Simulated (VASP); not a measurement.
# La (Im-3m) in VASP: notebook

The runs below take La through single point, with LDA.

All numbers are computed with VASP 6.6.1; they aren't measurements. Logs are shortened: lines on timing, memory, paths and dates and some standing lists are left out, and cuts for length are marked.

## 1. The cell of the first run

The structure is cubic, space group Im-3m (No. 229). The conventional cell has a = 3.879 Å, b = 3.879 Å, c = 3.879 Å, α = 90.00°, β = 90.00°, γ = 90.00°. La (site symmetry m-3m) has 14 La at 3.36 to 3.88 Å within 4.4 Å.

This isn't the form of La at room conditions, which is double hcp.

## 2. Single point, LDA (29.19 Å³/atom)

File INCAR:

```
SYSTEM = La
  ALGO = Normal
  EDIFF = 1E-6
  ENCUT = 520
  ISIF = 2
  ISMEAR = -1
  LASPH = .TRUE.
  LCHARG = .TRUE.
  LELF = .TRUE.
  LREAL = .FALSE.
  LVHAR = .TRUE.
  LWAVE = .FALSE.
  NBANDS = 12
  NELM = 80
  PREC = Accurate
  SIGMA = 0.1
```

File KPOINTS:

```
k-points
0
G
  12 12 12
  0 0 0
```

File POSCAR:

```
La
1.0
   -1.9395473058      1.9395473058      1.9395473058
    1.9395473058     -1.9395473058      1.9395473058
    1.9395473058      1.9395473058     -1.9395473058
La
1
Direct
    0.0000000000      0.0000000000      0.0000000000
```

Potentials or basis: VASP PAW LDA potentials, release 64 (La).

Started as:

```sh
cat potpaw_LDA.64/La/POTCAR > POTCAR
mpirun -np 1 vasp_std > vasp.out
```

OUTCAR:

```text
SYSTEM = La
   EDIFF = 1E-6
   ENCUT = 520
   ISIF = 2
   ISMEAR = -1
   LASPH = .TRUE.
   LREAL = .FALSE.
   NELM = 80
   PREC = Accurate

 ion  position               nearest neighbor table
   1  0.000  0.000  0.000-

  LATTYP: Found a body centered cubic cell.
 ALAT       =     3.8790946116

  Lattice vectors:

 A1 = (  -1.9395473058,   1.9395473058,   1.9395473058)
 A2 = (   1.9395473058,  -1.9395473058,   1.9395473058)
 A3 = (   1.9395473058,   1.9395473058,  -1.9395473058)

Analysis of symmetry for initial positions (statically):
=====================================================================
 Subroutine PRICEL returns:
 Original cell was already a primitive cell.

 Routine SETGRP: Setting up the symmetry group for a
 body centered cubic supercell.

 Subroutine GETGRP returns: Found 48 space group operations
 (whereof 48 operations were pure point group operations)
 out of a pool of 48 trial point group operations.

The static configuration has the point symmetry O_h .

Analysis of symmetry for dynamics (positions and initial velocities):
=====================================================================
 Subroutine PRICEL returns:
 Original cell was already a primitive cell.

 Routine SETGRP: Setting up the symmetry group for a
 body centered cubic supercell.

 Subroutine GETGRP returns: Found 48 space group operations
 (whereof 48 operations were pure point group operations)
 out of a pool of 48 trial point group operations.

The dynamic configuration has the point symmetry O_h .

 Subroutine INISYM returns: Found 48 space group operations
 (whereof 48 operations are pure point group operations),
 and found     1 'primitive' translations

----------------------------------------------------------------------------------------

                                     Primitive cell

  volume of cell :      29.1851

  direct lattice vectors                    reciprocal lattice vectors
    -1.939547306  1.939547306  1.939547306     0.000000000  0.257792114  0.257792114
     1.939547306 -1.939547306  1.939547306     0.257792114  0.000000000  0.257792114
     1.939547306  1.939547306 -1.939547306     0.257792114  0.257792114  0.000000000

  length of vectors
     3.359394477  3.359394477  3.359394477     0.364573104  0.364573104  0.364573104

  position of ions in fractional coordinates (direct lattice)
     0.000000000  0.000000000  0.000000000

  ion indices of the primitive-cell ions
   primitive index   ion index
                 1           1

[... 75 lines left out ...]
   IBRION =     -1    ionic relax: 0-MD 1-quasi-New 2-CG
   NFREE  =      0    steps in history (QN), initial steepest desc. (CG)
   ISIF   =      2    stress and relaxation
   ISYM   =      2    0-nonsym 1-usesym 2-fastsym
   POTIM  = 0.5000    time-step for ionic-motion
   TEBEG  =    0.0;   TEEND  =   0.0 temperature during run
   PSTRESS=    0.0 pullay stress
   NELECT =      11.0000    total number of electrons
   NUPDOWN=      -1.0000    fix difference up-down
   EMIN   =  10.00;   EMAX   =-10.00  energy-range for DOS
   EFERMI =   0.00;   METHOD = LEGACY
   ISMEAR =    -1;   SIGMA  =   0.10  broadening in eV -4-tet -1-fermi 0-gaus
   EFERMI_NEDOS =   21; number of points for ismear=-14 and -15
   IALGO  =     38    algorithm
   IMIX   =      4    mixing-type and parameters
     AMIX     =   0.40;   BMIX     =  1.00
     AMIX_MAG =   1.60;   BMIX_MAG =  1.00
  volume/ion in A,a.u.               =      29.19       196.95
  Fermi-wavevector in a.u.,A,eV,Ry     =   1.182548  2.234691 19.026648  1.398419
  Thomas-Fermi vector in A             =   2.318800
   LORBIT       =      0    0 simple, 1 ext, 2 COOP (PROOUT), +10 PAW based schemes
   GGA     = CA    functional components
   LHFCALC =     F    Hartree Fock is set to
   AEXX    =    0.0000 exact exchange contribution
   IVDW    =     0    specifies the selected vdW correction
   LEPSILON=     F    determine dielectric tensor
   LRPA    =     F    only Hartree local field effects (RPA)
 non-spin polarized calculation
  energy-cutoff  :      520.00
  volume of cell :       29.19
 maximum number of plane-waves:       798
 NGX is ok and might be reduce to    28
   NGX = 13   NGY = 13   NGZ = 13

 number of electron      10.9999999 magnetization

 Free energy of the ion-electron system (eV)
  ---------------------------------------------------
  ext. energy  EPLUGINS =         0.00000000
  ---------------------------------------------------
  free energy    TOTEN  =        -5.42586353 eV

  energy without entropy =       -5.34519838  energy(sigma->0) =       -5.38553095

 E-fermi :  10.1605     XC(G=0): -10.7822

 val. band max:       10.1582638380   @ k =   0.1667   0.1667   0.0833
 cond. band min:      10.1814249366   @ k =  -0.3333   0.3333   0.2500
 fundamental gap:      0.0231610986
 Fermi energy:        10.1605276159

 k-point     1 :       0.0000    0.0000    0.0000
  band No.  band energies     occupation
      1     -22.3963      2.00000
      2      -4.6563      2.00000
      3      -4.6563      2.00000
      4      -4.6563      2.00000
      5       7.4081      2.00000
      6      11.7927      0.00000
      7      11.7927      0.00000
      8      11.7927      0.00000
      9      11.8944      0.00000
     10      11.8944      0.00000
     11      11.8944      0.00000
     12      12.9673      0.00000
[... 331 lines left out ...]
 k-point    24 :       0.4167    0.0833    0.0833
  band No.  band energies     occupation
      1     -21.8609      2.00000
      2      -7.1821      2.00000
      3      -5.6567      2.00000
      4      -4.9283      2.00000
      5       8.6670      2.00000
      6       9.8144      1.93912
      7      12.0227      0.00000
      8      12.1459      0.00000
      9      12.4014      0.00000
     10      12.7668      0.00000
     11      12.8653      0.00000
     12      12.9052      0.00000

 [... further k-points ...]
[... 5 lines left out ...]
  --------------------------------------------------------------------------------------
  -------------------------------------------------------------------------------------
  Total        0.7689163      0.7689163      0.7689163      0.0000000      0.0000000      0.0000000
  in kB       42.2112808     42.2112808     42.2112808      0.0000000      0.0000000      0.0000000
  external PRESSURE =      42.2112808 kB  Pullay stress =       0.0000000 kB

 VOLUME and BASIS-vectors are now :
 -----------------------------------------------------------------------------
  energy-cutoff  :      520.00
  volume of cell :       29.19
      direct lattice vectors                 reciprocal lattice vectors
    -1.939547306  1.939547306  1.939547306     0.000000000  0.257792114  0.257792114
     1.939547306 -1.939547306  1.939547306     0.257792114  0.000000000  0.257792114
     1.939547306  1.939547306 -1.939547306     0.257792114  0.257792114  0.000000000

 POSITION                                       TOTAL-FORCE (eV/Angst)
 -----------------------------------------------------------------------------------
      0.00000      0.00000      0.00000         0.000000      0.000000      0.000000
 -----------------------------------------------------------------------------------
    total drift:                                0.000000     -0.000000     -0.000000

  FREE ENERGIE OF THE ION-ELECTRON SYSTEM (eV)
  ---------------------------------------------------
  free  energy   TOTEN  =        -5.4258635261 eV

  energy  without entropy=       -5.3451983779  energy(sigma->0) =       -5.38553095
```

stdout:

```text
POSCAR found type information on POSCAR La
 POSCAR found :  1 types and       1 ions
 scaLAPACK will be used
 LDA part: xc-table for (Slater(with rela. corr.)+CA(PZ))
 , standard interpolation
 POSCAR, INCAR and KPOINTS ok, starting setup
 FFT: planning ... GRIDC
 FFT: planning ... GRID_SOFT
 FFT: planning ... GRID
 WAVECAR not read
 entering main loop
```

It took 44 s on 1 thread of AMD EPYC 7R13, shared host; peak memory 0.14 GiB.

What came out:

- Free energy: -5.4259 eV
- Pressure: 4.2 GPa
- Band gap on the k mesh: zero (an odd number of electrons rules out a gap without spin polarisation)

Levels at points of the mesh, in eV from the Fermi level:
| k point | band 1 | band 2 | band 3 | band 4 | band 5 | band 6 | band 7 | band 8 | band 9 | band 10 |
| --- | --- | --- | --- | --- | --- | --- | --- | --- | --- | --- |
| (0.00, 0.00, 0.00) | -32.56 | -14.82 | -14.82 | -14.82 | -2.75 | 1.63 | 1.63 | 1.63 | 1.73 | 1.73 |
| (0.50, 0.00, 0.00) | -32.03 | -17.49 | -15.64 | -14.88 | -2.15 | -0.47 | 1.67 | 1.95 | 2.24 | 2.62 |
| (0.50, 0.50, 0.50) | -31.68 | -16.59 | -16.59 | -16.59 | -2.64 | -2.64 | 1.89 | 2.23 | 2.23 | 2.23 |

Caveat: the cell stands under pressure; spin-orbit coupling is left out, which moves the levels of the heavy elements.

## 3. Single point, LDA (30.51 Å³/atom)

This run uses another cell than the first one, of 30.51 Å³/atom.

File INCAR:

```
SYSTEM = La
PREC     = Accurate       ! precision mode
ENCUT    = 520            ! plane-wave cutoff, eV
EDIFF    = 1E-6           ! SCF threshold, eV
ISMEAR   = -1             ! smearing method
SIGMA    = 0.1            ! smearing width, eV
LREAL    = .FALSE.        ! projectors in reciprocal space
LASPH    = .TRUE.         ! aspherical terms in the spheres
NELM     = 100            ! most SCF steps
ALGO     = Normal         ! electronic algorithm
ISIF     = 2              ! what is computed and relaxed
LWAVE    = .FALSE.        ! write WAVECAR
LCHARG   = .TRUE.         ! write CHGCAR
LELF     = .TRUE.         ! ELF
LVHAR    = .TRUE.       
NBANDS   = 12             ! bands
```

File KPOINTS:

```
Automatic mesh
0
G
  12 12 12
  0 0 0
```

File POSCAR:

```
La
1.0
   -1.9685000415      1.9685000415      1.9685000415
    1.9685000415     -1.9685000415      1.9685000415
    1.9685000415      1.9685000415     -1.9685000415
La
1
Direct
    0.0000000000      0.0000000000      0.0000000000
```

Potentials or basis: VASP PAW LDA potentials, release 64 (La).

Started as:

```sh
cat potpaw_LDA.64/La/POTCAR > POTCAR
mpirun -np 1 vasp_std > vasp.out
```

OUTCAR:

```text
SYSTEM = La
   PREC = Accurate
   ENCUT = 520
   EDIFF = 1E-6
   ISMEAR = -1
   LREAL = .FALSE.
   LASPH = .TRUE.
   NELM = 100
   ISIF = 2

 ion  position               nearest neighbor table
   1  0.000  0.000  0.000-

  LATTYP: Found a body centered cubic cell.
 ALAT       =     3.9370000830

  Lattice vectors:

 A1 = (  -1.9685000415,   1.9685000415,   1.9685000415)
 A2 = (   1.9685000415,  -1.9685000415,   1.9685000415)
 A3 = (   1.9685000415,   1.9685000415,  -1.9685000415)

[... 529 lines left out ...]
      4      -5.5782      2.00000
      5       8.1843      2.00000
      6       9.3369      1.91796
      7      11.4556      0.00000
      8      11.5506      0.00000
      9      11.7903      0.00000
     10      12.1358      0.00000
     11      12.2100      0.00000
     12      12.2359      0.00000

 [... further k-points ...]
[... 5 lines left out ...]
  --------------------------------------------------------------------------------------
  -------------------------------------------------------------------------------------
  Total        0.5030260      0.5030260      0.5030260      0.0000000     -0.0000000     -0.0000000
  in kB       26.4140340     26.4140340     26.4140340      0.0000000     -0.0000000     -0.0000000
  external PRESSURE =      26.4140340 kB  Pullay stress =       0.0000000 kB

 VOLUME and BASIS-vectors are now :
 -----------------------------------------------------------------------------
  energy-cutoff  :      520.00
  volume of cell :       30.51
      direct lattice vectors                 reciprocal lattice vectors
    -1.968500042  1.968500042  1.968500042     0.000000000  0.254000503  0.254000503
     1.968500042 -1.968500042  1.968500042     0.254000503  0.000000000  0.254000503
     1.968500042  1.968500042 -1.968500042     0.254000503  0.254000503  0.000000000

 POSITION                                       TOTAL-FORCE (eV/Angst)
 -----------------------------------------------------------------------------------
      0.00000      0.00000      0.00000         0.000000      0.000000      0.000000
 -----------------------------------------------------------------------------------
    total drift:                               -0.000000      0.000000     -0.000000

  FREE ENERGIE OF THE ION-ELECTRON SYSTEM (eV)
  ---------------------------------------------------
  free  energy   TOTEN  =        -5.4543339440 eV

  energy  without entropy=       -5.3717422828  energy(sigma->0) =       -5.41303811
```

stdout:

```text
POSCAR found type information on POSCAR La
 POSCAR found :  1 types and       1 ions
 scaLAPACK will be used
 LDA part: xc-table for (Slater(with rela. corr.)+CA(PZ))
 , standard interpolation
 POSCAR, INCAR and KPOINTS ok, starting setup
 FFT: planning ... GRIDC
 FFT: planning ... GRID_SOFT
 FFT: planning ... GRID
 WAVECAR not read
 entering main loop
```

Run time: 55 s. Hardware: 1 thread of AMD EPYC 7R13, shared host; peak memory 0.14 GiB.

Results:

* Free energy: -5.4543 eV
* Pressure: 2.6 GPa
* Band gap on the k mesh: zero (an odd number of electrons rules out a gap without spin polarisation)

Levels at points of the mesh, in eV from the Fermi level:
| k point | band 2 | band 3 | band 4 | band 5 | band 6 | band 7 | band 8 | band 9 |
| --- | --- | --- | --- | --- | --- | --- | --- | --- |
| (0.00, 0.00, 0.00) | -15.00 | -15.00 | -15.00 | -2.87 | 1.60 | 1.60 | 1.60 | 1.69 |
| (0.50, 0.00, 0.00) | -17.38 | -15.73 | -15.05 | -2.08 | -0.41 | 1.62 | 1.87 | 2.14 |
| (0.50, 0.50, 0.50) | -16.58 | -16.58 | -16.58 | -2.47 | -2.47 | 1.82 | 2.12 | 2.12 |

Caveat: spin-orbit coupling is left out, which moves the levels of the heavy elements.

## 4. Single point, LDA (31.84 Å³/atom)

This run uses another cell than the first one, of 31.84 Å³/atom.

File INCAR:

```
ALGO = Normal
EDIFF = 1E-6
ENCUT = 520
GGA = CA
ISIF = 2
ISMEAR = -1
LASPH = T
LCHARG = F
LREAL = F
LWAVE = F
NBANDS = 12
NELM = 100
PREC = Accurate
SIGMA = 0.1
```

File KPOINTS:

```
k-points
0
Gamma
  12 12 12
```

File POSCAR:

```
La
1.0
   -1.9966252706      1.9966252706      1.9966252706
    1.9966252706     -1.9966252706      1.9966252706
    1.9966252706      1.9966252706     -1.9966252706
La
1
Direct
    0.0000000000      0.0000000000      0.0000000000
```

Started as:

```sh
cat potpaw_LDA.64/La/POTCAR > POTCAR
mpirun -np 1 vasp_std > vasp.out
```

It took 53 s on 1 thread of AMD EPYC 7R13, shared host; peak memory 0.14 GiB.

The run converged. Its results:

```
Free energy            : -5.4706 eV
Pressure               : 1.3 GPa
Band gap on the k mesh : zero (an odd number of electrons rules out a gap without spin polarisation)
```

Levels at points of the mesh, in eV from the Fermi level:
| k point | band 1 | band 2 | band 3 | band 4 | band 5 | band 6 | band 7 | band 8 | band 9 | band 10 |
| --- | --- | --- | --- | --- | --- | --- | --- | --- | --- | --- |
| (0.00, 0.00, 0.00) | -32.59 | -15.16 | -15.16 | -15.16 | -2.97 | 1.55 | 1.55 | 1.55 | 1.64 | 1.64 |
| (0.50, 0.00, 0.00) | -32.20 | -17.30 | -15.82 | -15.21 | -2.02 | -0.35 | 1.57 | 1.79 | 2.04 | 2.38 |
| (0.50, 0.50, 0.50) | -31.94 | -16.59 | -16.59 | -16.59 | -2.32 | -2.32 | 1.75 | 2.02 | 2.02 | 2.02 |

Caveat: spin-orbit coupling is left out, which moves the levels of the heavy elements.

## 5. The runs side by side

```tsv
cell	gap on the mesh (eV)	pressure (GPa)
a = 3.359 Å, angles 109.5°, 1 atom	none	4.2
a = 3.410 Å, angles 109.5°, 1 atom	none	2.6
a = 3.458 Å, angles 109.5°, 1 atom	none	1.3
```

Alike in all rows: task single point; level LDA; potentials or basis VASP PAW LDA potentials, release 64 (La); no spin polarisation; k mesh 12 × 12 × 12; cutoff (eV) 520; smearing fermi-dirac 0.1 eV.

Caveats: spin-orbit coupling is left out, which moves the levels of the heavy elements; the cell stands under pressure (at least some runs).

Total energies depend on the potentials used, so only differences within one code and one set of settings carry meaning.
